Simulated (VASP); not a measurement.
# Al3GaN4 (P-43m) in VASP: a series of runs

The runs below take Al3GaN4 through single point, with r2SCAN.

Program: VASP 6.6.1. These are calculated values, not measurements. Logs are shortened: lines on timing, memory, paths and dates and some standing lists are left out, and cuts for length are marked.

### Step 1. The cell of the first run

It takes space group P-43m (No. 215, cubic). The conventional cell has a = 4.049 Å, b = 4.049 Å, c = 4.049 Å, α = 90.00°, β = 90.00°, γ = 90.00°. Within 2.3 Å of Al (site symmetry -42m) lie 4 N at 1.74 Å. Within 2.4 Å of Ga (site symmetry -43m) lie 4 N at 1.79 Å. N (site symmetry 3m) has 3 Al at 1.74 Å and 1 Ga at 1.79 Å within 2.3 Å.

### Step 2. Single point, r2SCAN (strain -0.080 along x and y, -0.080 along z)

POSCAR reads:

```
Al3GaN4
1.0
    4.0491383092      0.0000000000      0.0000000000
    0.0000000000      4.0491383092      0.0000000000
    0.0000000000      0.0000000000      4.0491383092
Al Ga N
3 1 4
Direct
    0.5000000000      0.5000000000      0.0000000000
    0.5000000000      0.0000000000      0.5000000000
    0.0000000000      0.5000000000      0.5000000000
    0.0000000000      0.0000000000      0.0000000000
    0.7444581602      0.7444581602      0.2555418398
    0.7444581602      0.2555418398      0.7444581602
    0.2555418398      0.7444581602      0.7444581602
    0.2555418398      0.2555418398      0.2555418398
```

INCAR.step1 reads:

```
SYSTEM = Al3GaN4
ALGO     = Normal         ! electronic algorithm
EDIFF    = 1E-4           ! SCF threshold, eV
ENCUT    = 520            ! plane-wave cutoff, eV
GGA      = PE             ! functional
ISMEAR   = 0              ! smearing method
LASPH    = .True.         ! aspherical terms in the spheres
LCHARG   = .False.        ! write CHGCAR
LREAL    = .False.        ! projectors in reciprocal space
LWAVE    = .True.         ! write WAVECAR
NBANDS   = 31             ! bands
NELM     = 100            ! most SCF steps
PREC     = Accurate       ! precision mode
SIGMA    = 0.05           ! smearing width, eV
```

INCAR.step2 reads:

```
SYSTEM = Al3GaN4
ALGO     = Normal         ! electronic algorithm
EDIFF    = 1E-7           ! SCF threshold, eV
ENCUT    = 520            ! plane-wave cutoff, eV
ISIF     = 2              ! what is computed and relaxed
ISMEAR   = 0              ! smearing method
ISTART   = 1            
LASPH    = .True.         ! aspherical terms in the spheres
LCHARG   = .False.        ! write CHGCAR
LMIXTAU  = .True.       
LREAL    = .False.        ! projectors in reciprocal space
LWAVE    = .False.        ! write WAVECAR
METAGGA  = R2SCAN         ! meta-GGA
NBANDS   = 31             ! bands
NELM     = 100            ! most SCF steps
PREC     = Accurate       ! precision mode
SIGMA    = 0.05           ! smearing width, eV
```

KPOINTS reads:

```
k-points
0
Gamma
  6 6 6
  0 0 0
```

Potentials or basis: VASP PAW PBE potentials, release 64 (Al, Ga_d, N).

On the command line:

```sh
$ cat potpaw_PBE.64/Al/POTCAR potpaw_PBE.64/Ga_d/POTCAR potpaw_PBE.64/N/POTCAR > POTCAR
$ cp INCAR.step1 INCAR
$ mpirun -np 1 vasp_std > vasp.out
$ cp INCAR.step2 INCAR
$ mpirun -np 1 vasp_std > vasp.out
```

OUTCAR:

```text
SYSTEM = Al3GaN4
   EDIFF = 1E-7
   ENCUT = 520
   ISIF = 2
   ISMEAR = 0
   ISTART = 1
   LASPH = .True.
   LREAL = .False.
   METAGGA = R2SCAN
   NELM = 100
   PREC = Accurate

 ion  position               nearest neighbor table
   1  0.500  0.500  0.000-   5 1.74   6 1.74   7 1.74   8 1.74   3 2.86   4 2.86   2 2.86   2 2.86
                             3 2.86   2 2.86   4 2.86   2 2.86   3 2.86   4 2.86   3 2.86   4 2.86
   2  0.500  0.000  0.500-   5 1.74   6 1.74   7 1.74   8 1.74   3 2.86   4 2.86   1 2.86   1 2.86
                             4 2.86   1 2.86   3 2.86   1 2.86   3 2.86   4 2.86   4 2.86   3 2.86
   3  0.000  0.500  0.500-   5 1.74   6 1.74   7 1.74   8 1.74   2 2.86   4 2.86   1 2.86   1 2.86
                             4 2.86   2 2.86   4 2.86   4 2.86   1 2.86   2 2.86   1 2.86   2 2.86
   4  0.000  0.000  0.000-   5 1.79   6 1.79   7 1.79   8 1.79   2 2.86   3 2.86   1 2.86   2 2.86
                             3 2.86   1 2.86   3 2.86   3 2.86   1 2.86   2 2.86   2 2.86   1 2.86
   5  0.744  0.744  0.256-   1 1.74   2 1.74   3 1.74   4 1.79
   6  0.744  0.256  0.744-   1 1.74   2 1.74   3 1.74   4 1.79
   7  0.256  0.744  0.744-   1 1.74   2 1.74   3 1.74   4 1.79
   8  0.256  0.256  0.256-   1 1.74   2 1.74   3 1.74   4 1.79

  LATTYP: Found a simple cubic cell.
 ALAT       =     4.0491383092

  Lattice vectors:

 A1 = (   4.0491383092,   0.0000000000,   0.0000000000)
 A2 = (   0.0000000000,   4.0491383092,   0.0000000000)
 A3 = (   0.0000000000,   0.0000000000,   4.0491383092)

Analysis of symmetry for initial positions (statically):
=====================================================================
 Subroutine PRICEL returns:
 Original cell was already a primitive cell.

 Routine SETGRP: Setting up the symmetry group for a
 simple cubic supercell.

 Subroutine GETGRP returns: Found 24 space group operations
 (whereof 24 operations were pure point group operations)
 out of a pool of 48 trial point group operations.

The static configuration has the point symmetry T_d .

Analysis of symmetry for dynamics (positions and initial velocities):
=====================================================================
 Subroutine PRICEL returns:
 Original cell was already a primitive cell.

 Routine SETGRP: Setting up the symmetry group for a
 simple cubic supercell.

 Subroutine GETGRP returns: Found 24 space group operations
 (whereof 24 operations were pure point group operations)
 out of a pool of 48 trial point group operations.

The dynamic configuration has the point symmetry T_d .

 Subroutine INISYM returns: Found 24 space group operations
 (whereof 24 operations are pure point group operations),
 and found     1 'primitive' translations

----------------------------------------------------------------------------------------

                                     Primitive cell

  volume of cell :      66.3877

  direct lattice vectors                    reciprocal lattice vectors
     4.049138309  0.000000000  0.000000000     0.246966126  0.000000000  0.000000000
     0.000000000  4.049138309  0.000000000     0.000000000  0.246966126  0.000000000
     0.000000000  0.000000000  4.049138309     0.000000000  0.000000000  0.246966126

  length of vectors
     4.049138309  4.049138309  4.049138309     0.246966126  0.246966126  0.246966126

  position of ions in fractional coordinates (direct lattice)
     0.500000000  0.500000000  0.000000000
     0.500000000  0.000000000  0.500000000
     0.000000000  0.500000000  0.500000000
     0.000000000  0.000000000  0.000000000
     0.744458160  0.744458160  0.255541840
     0.744458160  0.255541840  0.744458160
     0.255541840  0.744458160  0.744458160
     0.255541840  0.255541840  0.255541840

  ion indices of the primitive-cell ions
   primitive index   ion index
                 1           1
                 2           2
                 3           3
                 4           4
                 5           5
                 6           6
                 7           7
                 8           8

----------------------------------------------------------------------------------------

 KPOINTS: k-points

Automatic generation of k-mesh.
 Grid dimensions read from file:
 generate k-points for:    6    6    6

 Generating k-lattice:

  Cartesian coordinates                     Fractional coordinates (reciprocal lattice)
     0.041161021  0.000000000  0.000000000     0.166666667  0.000000000  0.000000000
     0.000000000  0.041161021  0.000000000     0.000000000  0.166666667  0.000000000
     0.000000000  0.000000000  0.041161021     0.000000000  0.000000000  0.166666667

  Length of vectors
     0.041161021  0.041161021  0.041161021

  Shift w.r.t. Gamma in fractional coordinates (k-lattice)
     0.000000000  0.000000000  0.000000000

 Subroutine IBZKPT returns following result:
 ===========================================

 Found     20 irreducible k-points:

 Following reciprocal coordinates:
            Coordinates               Weight
  0.000000  0.000000  0.000000      1.000000
  0.166667  0.000000  0.000000      6.000000
  0.333333  0.000000  0.000000      6.000000
  0.500000  0.000000  0.000000      3.000000
  0.166667  0.166667  0.000000     12.000000
  0.333333  0.166667  0.000000     24.000000
[... 12 lines left out ...]
  0.500000  0.500000  0.333333      6.000000
  0.500000  0.500000  0.500000      1.000000
   k-points           NKPTS =     20   k-points in BZ     NKDIM =     20   number of bands    NBANDS=     31
   number of dos      NEDOS =    301   number of ions     NIONS =      8
   total plane-waves  NPLWV =  27000
   dimension x,y,z NGX =    30 NGY =   30 NGZ =   30
   dimension x,y,z NGXF=    60 NGYF=   60 NGZF=   60
   ions per type =               3   1   4
   NGX,Y,Z   is equivalent  to a cutoff of  12.32, 12.32, 12.32 a.u.
   NGXF,Y,Z  is equivalent  to a cutoff of  24.63, 24.63, 24.63 a.u.
 SYSTEM =  Al3GaN4
   PREC   = accura    normal or accurate (medium, high low for compatibility)
   ISTART =      1    job   : 0-new  1-cont  2-samecut
   ICHARG =      0    charge: 1-file 2-atom 10-const
   ISPIN  =      1    spin polarized calculation?
   LNONCOLLINEAR =      F non collinear calculations
   LSORBIT =      F    spin-orbit coupling
   LASPH  =      T    aspherical Exc in radial PAW
   ENCUT  =  520.0 eV  38.22 Ry    6.18 a.u.   7.53  7.53  7.53*2*pi/ulx,y,z
   NELM   =    100;   NELMIN=  2; NELMDL=  0     # of ELM steps
   EDIFF  = 0.1E-06   stopping-criterion for ELM
   LREAL  =      F    real-space projection
   EDIFFG = 0.1E-05   stopping-criterion for IOM
   NSW    =      0    number of steps for IOM
   IBRION =     -1    ionic relax: 0-MD 1-quasi-New 2-CG
   NFREE  =      0    steps in history (QN), initial steepest desc. (CG)
   ISIF   =      2    stress and relaxation
   ISYM   =      2    0-nonsym 1-usesym 2-fastsym
   POTIM  = 0.5000    time-step for ionic-motion
   TEBEG  =    0.0;   TEEND  =   0.0 temperature during run
   PSTRESS=    0.0 pullay stress
   NELECT =      42.0000    total number of electrons
   NUPDOWN=      -1.0000    fix difference up-down
   EMIN   =  10.00;   EMAX   =-10.00  energy-range for DOS
   EFERMI =   0.00;   METHOD = LEGACY
   ISMEAR =     0;   SIGMA  =   0.05  broadening in eV -4-tet -1-fermi 0-gaus
   EFERMI_NEDOS =   21; number of points for ismear=-14 and -15
   IALGO  =     38    algorithm
   IMIX   =      4    mixing-type and parameters
     AMIX     =   0.40;   BMIX     =  1.00
     AMIX_MAG =   1.60;   BMIX_MAG =  1.00
  volume/ion in A,a.u.               =       8.30        56.00
  Fermi-wavevector in a.u.,A,eV,Ry     =   1.405385  2.655793 26.872962  1.975107
  Thomas-Fermi vector in A             =   2.527851
   LORBIT       =      0    0 simple, 1 ext, 2 COOP (PROOUT), +10 PAW based schemes
   METAGGA = R2SCAN    functional components
   LHFCALC =     F    Hartree Fock is set to
   AEXX    =    0.0000 exact exchange contribution
   IVDW    =     0    specifies the selected vdW correction
   LEPSILON=     F    determine dielectric tensor
   LRPA    =     F    only Hartree local field effects (RPA)
 non-spin polarized calculation
 Gauss-broadening in eV      SIGMA  =   0.05
  energy-cutoff  :      520.00
  volume of cell :       66.39
 maximum number of plane-waves:      1804
   NGX = 15   NGY = 15   NGZ = 15

 number of electron      42.0000020 magnetization

 Free energy of the ion-electron system (eV)
  ---------------------------------------------------
  ext. energy  EPLUGINS =         0.00000000
  ---------------------------------------------------
  free energy    TOTEN  =       -75.32509945 eV

  energy without entropy =      -75.32509945  energy(sigma->0) =      -75.32509945

 E-fermi :   8.5374     XC(G=0): -13.0445

 val. band max:        8.2161608504   @ k =   0.1667   0.1667   0.0000
 cond. band min:      12.4100302376   @ k =   0.0000   0.0000   0.0000
 fundamental gap:      4.1938693872
 Fermi energy:         8.5374106742

 k-point     1 :       0.0000    0.0000    0.0000
  band No.  band energies     occupation
      1      -9.5921      2.00000
      2      -6.5977      2.00000
      3      -6.5977      2.00000
      4      -6.5977      2.00000
      5      -4.6941      2.00000
      6      -4.6941      2.00000
[... 23 lines left out ...]
     30      23.5469      0.00000
     31      23.5469      0.00000

 k-point     2 :       0.1667    0.0000    0.0000
  band No.  band energies     occupation
      1      -9.4184      2.00000
      2      -6.7933      2.00000
      3      -6.6039      2.00000
      4      -6.6039      2.00000
      5      -4.6886      2.00000
      6      -4.6835      2.00000
[... 23 lines left out ...]
     30      23.8033      0.00000
     31      23.8033      0.00000

 k-point     3 :       0.3333    0.0000    0.0000
  band No.  band energies     occupation
      1      -8.9210      2.00000
      2      -7.3772      2.00000
      3      -6.6158      2.00000
      4      -6.6158      2.00000
      5      -4.6776      2.00000
      6      -4.6696      2.00000
[... 567 lines left out ...]
     30      21.5818      0.00000
     31      21.5844      0.00000

 k-point    20 :       0.5000    0.5000    0.5000
  band No.  band energies     occupation
      1      -7.2851      2.00000
      2      -7.2851      2.00000
      3      -7.2851      2.00000
      4      -6.9116      2.00000
      5      -4.5732      2.00000
      6      -4.5732      2.00000
[... 23 lines left out ...]
     30      21.2856      0.00000
     31      21.2864      0.00000

------------------------ aborting loop because EDIFF is reached ----------------------------------------

  FORCE on cell =-STRESS in cart. coord.  units (eV):
  Direction    XX          YY          ZZ          XY          YZ          ZX
  --------------------------------------------------------------------------------------
  -------------------------------------------------------------------------------------
  Total       35.3213124     35.3213124     35.3213124      0.0000000      0.0000000     -0.0000000
  in kB      852.4316775    852.4316775    852.4316775      0.0000000      0.0000000     -0.0000000
  external PRESSURE =     852.4316775 kB  Pullay stress =       0.0000000 kB

 VOLUME and BASIS-vectors are now :
 -----------------------------------------------------------------------------
  energy-cutoff  :      520.00
  volume of cell :       66.39
      direct lattice vectors                 reciprocal lattice vectors
     4.049138309  0.000000000  0.000000000     0.246966126  0.000000000  0.000000000
     0.000000000  4.049138309  0.000000000     0.000000000  0.246966126  0.000000000
     0.000000000  0.000000000  4.049138309     0.000000000  0.000000000  0.246966126

 POSITION                                       TOTAL-FORCE (eV/Angst)
 -----------------------------------------------------------------------------------
      2.02457      2.02457      0.00000         0.000000      0.000000     -0.000000
      2.02457      0.00000      2.02457         0.000000      0.000000     -0.000000
      0.00000      2.02457      2.02457         0.000000      0.000000     -0.000000
      0.00000      0.00000      0.00000         0.000000      0.000000     -0.000000
      3.01441      3.01441      1.03472        -0.161134     -0.161134      0.161134
      3.01441      1.03472      3.01441        -0.161134      0.161134     -0.161134
      1.03472      3.01441      3.01441         0.161134     -0.161134     -0.161134
      1.03472      1.03472      1.03472         0.161134      0.161134      0.161134
 -----------------------------------------------------------------------------------
    total drift:                               -0.000000     -0.000000     -0.000000

  FREE ENERGIE OF THE ION-ELECTRON SYSTEM (eV)
  ---------------------------------------------------
  free  energy   TOTEN  =       -75.3250994506 eV

  energy  without entropy=      -75.3250994506  energy(sigma->0) =      -75.32509945
```

It took 2.9 min on 1 thread of Intel Xeon Platinum 8488C (Sapphire Rapids), shared host; peak memory 0.19 GiB.

Results:

* Free energy: -75.3251 eV
* Pressure: 85.2 GPa
* Largest force: 0.279 eV/Å
* Band gap on the k mesh: 4.19 eV (least direct gap 4.22 eV)

Forces in eV/Å, atoms in the order of the input:
```
Al   0.000  0.000  0.000
Al   0.000  0.000  0.000
Al   0.000  0.000  0.000
Ga   0.000  0.000  0.000
N   -0.161 -0.161  0.161
N   -0.161  0.161 -0.161
N    0.161 -0.161 -0.161
N    0.161  0.161  0.161
```

Levels at points of the mesh, in eV from the valence-band top:
| k point | band 18 | band 19 | band 20 | band 21 | band 22 | band 23 | band 24 | band 25 |
| --- | --- | --- | --- | --- | --- | --- | --- | --- |
| (0.00, 0.00, 0.00) | -2.47 | -0.03 | -0.03 | -0.03 | 4.19 | 4.19 | 4.19 | 6.37 |
| (0.50, 0.00, 0.00) | -1.60 | -1.60 | -1.08 | -1.08 | 7.43 | 7.43 | 7.53 | 7.61 |
| (0.50, 0.50, 0.00) | -1.08 | -0.62 | -0.59 | -0.59 | 9.35 | 9.35 | 9.58 | 9.68 |
| (0.50, 0.50, 0.50) | -0.67 | -0.34 | -0.34 | -0.34 | 8.60 | 10.09 | 10.09 | 10.09 |

Caveat: the cell differs from its parent crystal (strain -0.080 along x and y, -0.080 along z); the cell stands under pressure; the PAW data sets were made with another functional, which shifts forces and pressure a little. A k mesh can miss the band edges.

### Step 3. Single point, r2SCAN (strain -0.040 along x and y, -0.040 along z)

POSCAR, as its differences from that of step 2:

```diff
@@ -2,5 +2,5 @@
 1.0
-    4.0491383092      0.0000000000      0.0000000000
-    0.0000000000      4.0491383092      0.0000000000
-    0.0000000000      0.0000000000      4.0491383092
+    4.2251878009      0.0000000000      0.0000000000
+    0.0000000000      4.2251878009      0.0000000000
+    0.0000000000      0.0000000000      4.2251878009
 Al Ga N
```

INCAR.step1 reads:

```
ALGO     = Normal         # electronic algorithm
EDIFF    = 1E-4           # SCF threshold, eV
ENCUT    = 520            # plane-wave cutoff, eV
GGA      = PE             # functional
ISMEAR   = 0              # smearing method
LASPH    = True           # aspherical terms in the spheres
LCHARG   = False          # write CHGCAR
LREAL    = False          # projectors in reciprocal space
LWAVE    = True           # write WAVECAR
NBANDS   = 31             # bands
NELM     = 100            # most SCF steps
PREC     = Accurate       # precision mode
SIGMA    = 0.05           # smearing width, eV
```

INCAR.step2 reads:

```
ALGO     = Normal         # electronic algorithm
EDIFF    = 1E-6           # SCF threshold, eV
ENCUT    = 520            # plane-wave cutoff, eV
ISIF     = 2              # what is computed and relaxed
ISMEAR   = 0              # smearing method
ISTART   = 1            
LASPH    = True           # aspherical terms in the spheres
LCHARG   = False          # write CHGCAR
LMIXTAU  = True         
LREAL    = False          # projectors in reciprocal space
LWAVE    = False          # write WAVECAR
METAGGA  = R2SCAN         # meta-GGA
NBANDS   = 31             # bands
NELM     = 100            # most SCF steps
PREC     = Accurate       # precision mode
SIGMA    = 0.05           # smearing width, eV
```

KPOINTS reads:

```
k-points
0
Gamma
  6 6 6
```

Potentials or basis: VASP PAW PBE potentials, release 64 (Al, Ga_d, N).

On the command line:

```sh
$ cat potpaw_PBE.64/Al/POTCAR potpaw_PBE.64/Ga_d/POTCAR potpaw_PBE.64/N/POTCAR > POTCAR
$ cp INCAR.step1 INCAR
$ mpirun -np 1 vasp_std > vasp.out
$ cp INCAR.step2 INCAR
$ mpirun -np 1 vasp_std > vasp.out
```

It took 2 min on 1 thread of Intel Xeon Platinum 8488C (Sapphire Rapids), shared host; peak memory 0.21 GiB.

It converged, with:

- Free energy: -78.5231 eV
- Pressure: 32.5 GPa
- Largest force: 0.139 eV/Å
- Band gap on the k mesh: 4.11 eV (least direct gap 4.12 eV)

Forces on the atoms (eV/Å):
```
Al   0.000  0.000  0.000
Al   0.000  0.000  0.000
Al   0.000  0.000  0.000
Ga   0.000  0.000  0.000
N   -0.080 -0.080  0.080
N   -0.080  0.080 -0.080
N    0.080 -0.080 -0.080
N    0.080  0.080  0.080
```

Levels at points of the mesh, in eV from the valence-band top:
```csv
k point,band 17,band 18,band 19,band 20,band 21,band 22,band 23,band 24,band 25,band 26
"(0.00, 0.00, 0.00)",-2.24,-2.24,-0.01,-0.01,-0.01,4.11,4.11,4.11,5.18,8.60
"(0.50, 0.00, 0.00)",-2.71,-1.41,-1.41,-1.01,-1.01,6.90,6.97,7.10,7.10,10.54
"(0.50, 0.50, 0.00)",-2.77,-0.97,-0.60,-0.56,-0.56,8.82,8.82,9.02,9.05,9.70
"(0.50, 0.50, 0.50)",-0.66,-0.66,-0.36,-0.36,-0.36,7.34,8.90,8.90,8.90,11.19
```

Caveat: the cell differs from its parent crystal (strain -0.040 along x and y, -0.040 along z); the cell stands under pressure; the PAW data sets were made with another functional, which shifts forces and pressure a little. A k mesh can miss the band edges.
